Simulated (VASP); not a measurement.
# TaAs: single point with PBE

Crystal: TaAs.

```
CELL_PARAMETERS angstrom
-1.73147 1.73147 5.86761
1.73147 -1.73147 5.86761
1.73147 1.73147 -5.86761
ATOMIC_POSITIONS crystal
Ta 0.74912 0.74912 0.00000
Ta 0.49912 0.99912 0.50000
As 0.16688 0.16688 0.00000
As 0.91688 0.41688 0.50000
```

```json
{"Program": "VASP 6.6.1", "Task": "single point", "Functional": "PBE", "Potentials or basis": "VASP PAW PBE potentials, release 64 (Ta_pv, As)", "Cutoff": "520 eV", "k mesh": "16 × 16 × 16", "Occupations": "gaussian, width 0.1 eV", "Spin": "no spin polarisation", "Dipole correction": "no", "Further INCAR settings": "ALGO = Normal; EDIFF = 1e-06; NBANDS = 24"}
```

```yaml
Pressure: 0.4 GPa
Band_gap_on_the_k_mesh: zero (band 16 reaches 6.92 eV, above the bottom of band 17 at 6.86 eV)
```

Stress tensor (GPa, compression positive):
```
0.45 0.00 0.00
0.00 0.45 0.00
0.00 0.00 0.35
```

Levels at points of the mesh, in eV from the Fermi level:
```
           k point  band 12  band 13  band 14  band 15  band 16  band 17  band 18  band 19  band 20  band 21
(0.00, 0.00, 0.00)    -2.47    -2.31    -1.90    -1.63    -1.63     0.87     1.54     2.32     3.03     3.03
(0.50, 0.00, 0.00)    -3.41    -2.43    -2.29    -1.53    -0.25     0.12     1.36     2.22     2.40     2.98
(0.50, 0.50, 0.00)    -5.03    -3.16    -3.16    -1.13    -1.13     2.74     2.74     3.01     3.01     3.74
(0.50, 0.50, 0.50)    -2.86    -2.75    -2.75    -0.96    -0.96     1.19     1.19     2.27     2.27     3.03
```

Run time: 25 min on 1 thread of Oxide Virtual Turin-like Processor (shared host), peak memory 0.69 GiB.

Caveat: spin-orbit coupling is left out, which moves the levels of the heavy elements.
